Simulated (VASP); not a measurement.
# PbSe (I4/mmm) in VASP: further runs, part 2 of 2

VASP 6.6.1. The steps go on from the part before.

## (4) Electric field gradients, PBEsol (equal xx and yy strain of -1 %)

The input, INCAR:

```
SYSTEM = PbSe
PREC = Accurate
ENCUT = 520
EDIFF = 1E-8
ISMEAR = -1
SIGMA = 0.01
LREAL = .False.
LASPH = .True.
NELM = 100
ALGO = Normal
ISIF = 2
LWAVE = .False.
LCHARG = .False.
GGA = PS
LEFG = .True.
NBANDS = 17
```

The input, KPOINTS:

```
regular mesh
0
Gamma
  9 9 9
  0 0 0
```

The input, POSCAR:

```
PbSe
1.0
    0.0000000000      3.0315285000      3.0621500000
    3.0315285000      0.0000000000      3.0621500000
    3.0315285000      3.0315285000      0.0000000000
Pb Se
1 1
Direct
    0.0000000000      0.0000000000      0.0000000000
    0.5000000000      0.5000000000      0.5000000000
```

Potentials or basis: VASP PAW PBE potentials, release 64 (Pb_d, Se).

Command:

```console
> cat potpaw_PBE.64/Pb_d/POTCAR potpaw_PBE.64/Se/POTCAR > POTCAR
> mpirun -np 1 vasp_std > vasp.out
```

OUTCAR:

```text
SYSTEM = PbSe
   PREC = Accurate
   ENCUT = 520
   EDIFF = 1E-8
   ISMEAR = -1
   LREAL = .False.
   LASPH = .True.
   NELM = 100
   ISIF = 2
   GGA = PS

 ion  position               nearest neighbor table
   1  0.000  0.000  0.000-   2 3.03   2 3.03   2 3.03   2 3.03   2 3.06   2 3.06
   2  0.500  0.500  0.500-   1 3.03   1 3.03   1 3.03   1 3.03   1 3.06   1 3.06

  LATTYP: Found a body centered tetragonal cell.
 ALAT       =     4.2872287194
 C/A-ratio  =     1.4284985479

  Lattice vectors:

 A1 = (  -3.0315285000,   0.0000000000,   3.0621500000)
 A2 = (   3.0315285000,   0.0000000000,   3.0621500000)
 A3 = (   0.0000000000,   3.0315285000,  -3.0621500000)

Analysis of symmetry for initial positions (statically):
=====================================================================
 Subroutine PRICEL returns:
 Original cell was already a primitive cell.

 Routine SETGRP: Setting up the symmetry group for a
[... 670 lines left out ...]
      direct lattice vectors                 reciprocal lattice vectors
     0.000000000  3.031528500  3.062150000    -0.164933300  0.164933300  0.163283967
     3.031528500  0.000000000  3.062150000     0.164933300 -0.164933300  0.163283967
     3.031528500  3.031528500  0.000000000     0.164933300  0.164933300 -0.163283967

 POSITION                                       TOTAL-FORCE (eV/Angst)
 -----------------------------------------------------------------------------------
      0.00000      0.00000      0.00000        -0.000000      0.000000      0.000000
      3.03153      3.03153      3.06215         0.000000     -0.000000     -0.000000
 -----------------------------------------------------------------------------------
    total drift:                                0.000000     -0.000000     -0.000000

  FREE ENERGIE OF THE ION-ELECTRON SYSTEM (eV)
  ---------------------------------------------------
  free  energy   TOTEN  =        -8.9152230504 eV

  energy  without entropy=       -8.9152230504  energy(sigma->0) =       -8.91522305

 Electric field gradients (V/A^2)
---------------------------------------------------------------------
 ion       V_xx      V_yy      V_zz      V_xy      V_xz      V_yz
---------------------------------------------------------------------
   1     -15.688   -15.688    31.375    -0.000    -0.000    -0.000
   2      -1.341    -1.341     2.681     0.000     0.000     0.000
---------------------------------------------------------------------

 Electric field gradients after diagonalization (V/A^2)
 (convention: |V_zz| > |V_xx| > |V_yy|)
----------------------------------------------------------------------
 ion       V_xx      V_yy      V_zz     asymmetry (V_yy - V_xx)/ V_zz
----------------------------------------------------------------------
   1     -15.688   -15.687    31.375       0.000
   2      -1.341    -1.341     2.681       0.000
----------------------------------------------------------------------

           NMR quadrupolar parameters

 Cq : quadrupolar parameter    Cq=e*Q*V_zz/h
 eta: asymmetry parameters     (V_yy - V_xx)/ V_zz
 Q  : nuclear electric quadrupole moment in mb (millibarn)
----------------------------------------------------------------------
 ion       Cq(MHz)       eta       Q (mb)
----------------------------------------------------------------------
   1       0.076       0.000       1.000
   2       0.006       0.000       1.000
----------------------------------------------------------------------
```

OSZICAR:

```text
N       E                     dE             d eps       ncg     rms          rms(c)
DAV:   1     0.157667896253E+03    0.15767E+03   -0.95945E+03  2566   0.121E+03
DAV:   2     0.238584998530E+01   -0.15528E+03   -0.14984E+03  2707   0.310E+02
DAV:   3    -0.889754376792E+01   -0.11283E+02   -0.11214E+02  3255   0.890E+01
DAV:   4    -0.916139837853E+01   -0.26385E+00   -0.26366E+00  3221   0.151E+01
DAV:   5    -0.917039420967E+01   -0.89958E-02   -0.89953E-02  3567   0.272E+00    0.270E+00
DAV:   6    -0.892231690747E+01    0.24808E+00   -0.60304E-01  4054   0.576E+00    0.155E+00
DAV:   7    -0.891489286591E+01    0.74240E-02   -0.98158E-02  3175   0.160E+00    0.809E-01
DAV:   8    -0.891550371718E+01   -0.61085E-03   -0.96488E-03  3202   0.107E+00    0.120E-01
DAV:   9    -0.891520729183E+01    0.29643E-03   -0.20594E-03  4026   0.429E-01    0.442E-02
DAV:  10    -0.891522392752E+01   -0.16636E-04   -0.14176E-04  3050   0.700E-02    0.153E-02
DAV:  11    -0.891522311862E+01    0.80890E-06   -0.28502E-05  3575   0.523E-02    0.575E-03
DAV:  12    -0.891522304739E+01    0.71228E-07   -0.17800E-06  3461   0.140E-02    0.126E-03
DAV:  13    -0.891522305040E+01   -0.30107E-08   -0.64273E-08  3507   0.329E-03
   1 F= -.89152231E+01 E0= -.89152231E+01  d E =-.457279E-12
```

It took 35 s on 1 thread of Intel Xeon 6975P-C, shared host; peak memory 0.22 GiB.

Results:

```yaml
Free_energy: -8.9152 eV
Pressure: 0.5 GPa
Band_gap_on_the_k_mesh: 0.63 eV, direct
```

Stress tensor (GPa, compression positive):
```
 0.94  0.00  0.00
 0.00  0.94  0.00
 0.00  0.00 -0.36
```

Electric field gradients, principal values (V/Å²):
```tsv
atom	least	middle	greatest (by size)
1 Pb	-15.687	-15.688	31.375
2 Se	-1.341	-1.341	2.681
```

Caveat: the cell differs from its parent crystal (equal xx and yy strain of -1 %); without QUAD_EFG the Cq values of the log hold for a quadrupole moment of 1 mb, not for the nuclei; the PAW data sets were made with another functional, which shifts forces and pressure a little; spin-orbit coupling is left out, which moves the levels of the heavy elements. A k mesh can miss the band edges.

## (5) Electric field gradients, PBEsol (zz strain of -1 %)

The input, INCAR:

```
ALGO     = Normal         # electronic algorithm
EDIFF    = 1E-8           # SCF threshold, eV
ENCUT    = 520            # plane-wave cutoff, eV
GGA      = PS             # functional
ISIF     = 2              # what is computed and relaxed
ISMEAR   = -1             # smearing method
LASPH    = True           # aspherical terms in the spheres
LCHARG   = False          # write CHGCAR
LEFG     = True         
LREAL    = False          # projectors in reciprocal space
LWAVE    = False          # write WAVECAR
NBANDS   = 17             # bands
NELM     = 60             # most SCF steps
PREC     = Accurate       # precision mode
SIGMA    = 0.01           # smearing width, eV
```

The input, KPOINTS:

```
k-points
0
Gamma
  9 9 9
```

The input, POSCAR:

```
PbSe
1.0
    0.0000000000      3.0621500000      3.0315285000
    3.0621500000      0.0000000000      3.0315285000
    3.0621500000      3.0621500000      0.0000000000
Pb Se
1 1
Direct
    0.0000000000      0.0000000000      0.0000000000
    0.5000000000      0.5000000000      0.5000000000
```

Potentials or basis: VASP PAW PBE potentials, release 64 (Pb_d, Se).

Command:

```console
> cat potpaw_PBE.64/Pb_d/POTCAR potpaw_PBE.64/Se/POTCAR > POTCAR
> mpirun -np 1 vasp_std > vasp.out
```

OUTCAR:

```text
EDIFF = 1E-8
   ENCUT = 520
   GGA = PS
   ISIF = 2
   ISMEAR = -1
   LASPH = True
   LREAL = False
   NELM = 60
   PREC = Accurate

 ion  position               nearest neighbor table
   1  0.000  0.000  0.000-   2 3.03   2 3.03   2 3.06   2 3.06   2 3.06   2 3.06
   2  0.500  0.500  0.500-   1 3.03   1 3.03   1 3.06   1 3.06   1 3.06   1 3.06

  LATTYP: Found a body centered tetragonal cell.
 ALAT       =     4.3305340600
 C/A-ratio  =     1.4000714267

  Lattice vectors:

 A1 = (   0.0000000000,  -3.0621500000,  -3.0315285000)
 A2 = (   0.0000000000,   3.0621500000,  -3.0315285000)
 A3 = (   3.0621500000,   0.0000000000,   3.0315285000)

Analysis of symmetry for initial positions (statically):
=====================================================================
 Subroutine PRICEL returns:
 Original cell was already a primitive cell.

 Routine SETGRP: Setting up the symmetry group for a
 body centered tetragonal supercell.

 Subroutine GETGRP returns: Found 16 space group operations
 (whereof 16 operations were pure point group operations)
 out of a pool of 16 trial point group operations.

The static configuration has the point symmetry D_4h.

Analysis of symmetry for dynamics (positions and initial velocities):
=====================================================================
 Subroutine PRICEL returns:
 Original cell was already a primitive cell.

 Routine SETGRP: Setting up the symmetry group for a
 body centered tetragonal supercell.

 Subroutine GETGRP returns: Found 16 space group operations
 (whereof 16 operations were pure point group operations)
[... 159 lines left out ...]
      2     -11.7449      2.00000
      3     -11.7427      2.00000
      4     -11.7427      2.00000
      5     -11.7400      2.00000
      6      -8.6640      2.00000
[... 457 lines left out ...]
      4     -11.6958      2.00000
      5     -11.6958      2.00000
      6      -7.2048      2.00000
[... 9 lines left out ...]
     16      16.4455      0.00000
     17      17.5768      0.00000

 [... further k-points ...]

------------------------ aborting loop because EDIFF is reached ----------------------------------------

  FORCE on cell =-STRESS in cart. coord.  units (eV):
  Direction    XX          YY          ZZ          XY          YZ          ZX
  --------------------------------------------------------------------------------------
  -------------------------------------------------------------------------------------
  Total       -0.1680881     -0.1680881      0.2914056      0.0000000      0.0000000     -0.0000000
  in kB       -4.7369954     -4.7369954      8.2122843      0.0000000      0.0000000     -0.0000000
  external PRESSURE =      -0.4205689 kB  Pullay stress =       0.0000000 kB

 VOLUME and BASIS-vectors are now :
 -----------------------------------------------------------------------------
  energy-cutoff  :      520.00
  volume of cell :       56.85
      direct lattice vectors                 reciprocal lattice vectors
     0.000000000  3.062150000  3.031528500    -0.163283967  0.163283967  0.164933300
     3.062150000  0.000000000  3.031528500     0.163283967 -0.163283967  0.164933300
     3.062150000  3.062150000  0.000000000     0.163283967  0.163283967 -0.164933300

 POSITION                                       TOTAL-FORCE (eV/Angst)
 -----------------------------------------------------------------------------------
      0.00000      0.00000      0.00000         0.000000      0.000000      0.000000
      3.06215      3.06215      3.03153        -0.000000     -0.000000      0.000000
 -----------------------------------------------------------------------------------
    total drift:                                0.000000     -0.000000     -0.000000

  FREE ENERGIE OF THE ION-ELECTRON SYSTEM (eV)
  ---------------------------------------------------
  free  energy   TOTEN  =        -8.9161826311 eV

  energy  without entropy=       -8.9161826311  energy(sigma->0) =       -8.91618263

 Electric field gradients (V/A^2)
---------------------------------------------------------------------
 ion       V_xx      V_yy      V_zz      V_xy      V_xz      V_yz
---------------------------------------------------------------------
   1      15.726    15.726   -31.453     0.000     0.000     0.000
   2       1.352     1.352    -2.704     0.000     0.000     0.000
---------------------------------------------------------------------

 Electric field gradients after diagonalization (V/A^2)
 (convention: |V_zz| > |V_xx| > |V_yy|)
----------------------------------------------------------------------
 ion       V_xx      V_yy      V_zz     asymmetry (V_yy - V_xx)/ V_zz
----------------------------------------------------------------------
   1      15.727    15.726   -31.453       0.000
   2       1.352     1.352    -2.704       0.000
----------------------------------------------------------------------

           NMR quadrupolar parameters

 Cq : quadrupolar parameter    Cq=e*Q*V_zz/h
 eta: asymmetry parameters     (V_yy - V_xx)/ V_zz
 Q  : nuclear electric quadrupole moment in mb (millibarn)
----------------------------------------------------------------------
 ion       Cq(MHz)       eta       Q (mb)
----------------------------------------------------------------------
   1      -0.076       0.000       1.000
   2      -0.007       0.000       1.000
----------------------------------------------------------------------
```

Wall time 46 s (1 thread of Intel Xeon 6975P-C, shared host); peak memory 0.22 GiB.

Results:

| Property | Result |
| --- | --- |
| Free energy | -8.9162 eV |
| Pressure | 0.0 GPa |
| Band gap on the k mesh | 0.64 eV, direct |

Electric field gradients, principal values (V/Å²):
```csv
atom,least,middle,greatest (by size)
1 Pb,15.726,15.727,-31.453
2 Se,1.352,1.352,-2.704
```

Caveat: the cell differs from its parent crystal (zz strain of -1 %); without QUAD_EFG the Cq values of the log hold for a quadrupole moment of 1 mb, not for the nuclei; the PAW data sets were made with another functional, which shifts forces and pressure a little; spin-orbit coupling is left out, which moves the levels of the heavy elements. A k mesh can miss the band edges.

## (6) Electric field gradients, PBEsol (zz strain of +1 %)

The input, INCAR:

```
PREC = Accurate
ENCUT = 520
EDIFF = 1E-8
ISMEAR = -1
SIGMA = 0.01
LREAL = False
LASPH = True
NELM = 60
ALGO = Normal
ISIF = 2
LWAVE = False
LCHARG = False
GGA = PS
LEFG = True
NBANDS = 17
```

The input, KPOINTS:

```
Automatic mesh
0
Gamma
  9 9 9
```

The input, POSCAR:

```
PbSe
1.0
    0.0000000000      3.0621500000      3.0927715000
    3.0621500000      0.0000000000      3.0927715000
    3.0621500000      3.0621500000      0.0000000000
Pb Se
1 1
Direct
    0.0000000000      0.0000000000      0.0000000000
    0.5000000000      0.5000000000      0.5000000000
```

Potentials or basis: VASP PAW PBE potentials, release 64 (Pb_d, Se).

Command:

```console
> cat potpaw_PBE.64/Pb_d/POTCAR potpaw_PBE.64/Se/POTCAR > POTCAR
> mpirun -np 1 vasp_std > vasp.out
```

OUTCAR:

```text
PREC = Accurate
   ENCUT = 520
   EDIFF = 1E-8
   ISMEAR = -1
   LREAL = False
   LASPH = True
   NELM = 60
   ISIF = 2
   GGA = PS

 ion  position               nearest neighbor table
   1  0.000  0.000  0.000-   2 3.06   2 3.06   2 3.06   2 3.06   2 3.09   2 3.09
   2  0.500  0.500  0.500-   1 3.06   1 3.06   1 3.06   1 3.06   1 3.09   1 3.09

  LATTYP: Found a body centered tetragonal cell.
 ALAT       =     4.3305340600
 C/A-ratio  =     1.4283556980

  Lattice vectors:

 A1 = (  -3.0621500000,   0.0000000000,   3.0927715000)
 A2 = (   3.0621500000,   0.0000000000,   3.0927715000)
[... 692 lines left out ...]
  free  energy   TOTEN  =        -8.9125747042 eV

  energy  without entropy=       -8.9125747042  energy(sigma->0) =       -8.91257470

 Electric field gradients (V/A^2)
---------------------------------------------------------------------
 ion       V_xx      V_yy      V_zz      V_xy      V_xz      V_yz
---------------------------------------------------------------------
   1     -15.080   -15.080    30.161     0.001     0.001     0.001
   2      -1.178    -1.178     2.356     0.000     0.000     0.000
---------------------------------------------------------------------

 Electric field gradients after diagonalization (V/A^2)
 (convention: |V_zz| > |V_xx| > |V_yy|)
----------------------------------------------------------------------
 ion       V_xx      V_yy      V_zz     asymmetry (V_yy - V_xx)/ V_zz
----------------------------------------------------------------------
   1     -15.081   -15.080    30.161       0.000
   2      -1.178    -1.178     2.356       0.000
----------------------------------------------------------------------

           NMR quadrupolar parameters

 Cq : quadrupolar parameter    Cq=e*Q*V_zz/h
 eta: asymmetry parameters     (V_yy - V_xx)/ V_zz
 Q  : nuclear electric quadrupole moment in mb (millibarn)
----------------------------------------------------------------------
 ion       Cq(MHz)       eta       Q (mb)
----------------------------------------------------------------------
   1       0.073       0.000       1.000
   2       0.006       0.000       1.000
----------------------------------------------------------------------
```

stdout:

```text
POSCAR found type information on POSCAR PbSe
 POSCAR found :  2 types and       2 ions
 scaLAPACK will be used
 -----------------------------------------------------------------------------
|                                                                             |
|                                                                             |
|     You enforced a specific xc type in the INCAR file but a different       |
|     I HOPE YOU KNOW WHAT YOU ARE DOING!                                     |
|                                                                             |
 -----------------------------------------------------------------------------

 LDA part: xc-table for (Slater+PW92), standard interpolation
 POSCAR, INCAR and KPOINTS ok, starting setup
 FFT: planning ... GRIDC
 FFT: planning ... GRID_SOFT
 FFT: planning ... GRID
 WAVECAR not read
 entering main loop
ion   1

ion   2
```

It took 41 s on 1 thread of Intel Xeon 6975P-C, shared host; peak memory 0.23 GiB.

Results:

```yaml
Free_energy: -8.9126 eV
Pressure: -1.1 GPa
Band_gap_on_the_k_mesh: 0.66 eV, direct
```

Stress tensor (GPa, compression positive):
```
-0.69  0.00  0.00
 0.00 -0.69  0.00
 0.00  0.00 -1.81
```

Levels at points of the mesh, in eV from the valence-band top:
```csv
k point,band 6,band 7,band 8,band 9,band 10,band 11,band 12,band 13,band 14,band 15
"(0.00, 0.00, 0.00)",-13.31,-6.15,-1.65,-1.65,-1.56,4.70,4.92,4.92,6.63,6.69
```

Electric field gradients, principal values (V/Å²):
```csv
atom,least,middle,greatest (by size)
1 Pb,-15.080,-15.081,30.161
2 Se,-1.178,-1.178,2.356
```

Caveat: the cell differs from its parent crystal (zz strain of +1 %); without QUAD_EFG the Cq values of the log hold for a quadrupole moment of 1 mb, not for the nuclei; the PAW data sets were made with another functional, which shifts forces and pressure a little; spin-orbit coupling is left out, which moves the levels of the heavy elements.

## (7) Summary

| cell | gap on the mesh (eV) | pressure (GPa) |
| --- | --- | --- |
| a = 4.287, b = 4.287, c = 4.331 Å, angles 59.7, 59.7, 60.7°, 2 atoms | 0.62 | 0.6 |
| a = 4.309, b = 4.309, c = 4.287 Å, angles 60.2, 60.2, 59.7°, 2 atoms | 0.63 | 0.5 |
| a = 4.309, b = 4.309, c = 4.331 Å, angles 59.8, 59.8, 60.3°, 2 atoms | 0.64 | 0.0 |
| a = 4.352, b = 4.352, c = 4.331 Å, angles 60.2, 60.2, 59.7°, 2 atoms | 0.66 | -1.1 |

Alike in all rows: task electric field gradients; level PBEsol; potentials or basis VASP PAW PBE potentials, release 64 (Pb_d, Se); no spin polarisation; k mesh 9 × 9 × 9; cutoff (eV) 520; smearing fermi-dirac 0.01 eV.

Caveats: the PAW data sets were made with another functional, which shifts forces and pressure a little; spin-orbit coupling is left out, which moves the levels of the heavy elements.

Absolute energies hang on the potentials; compare differences alone.
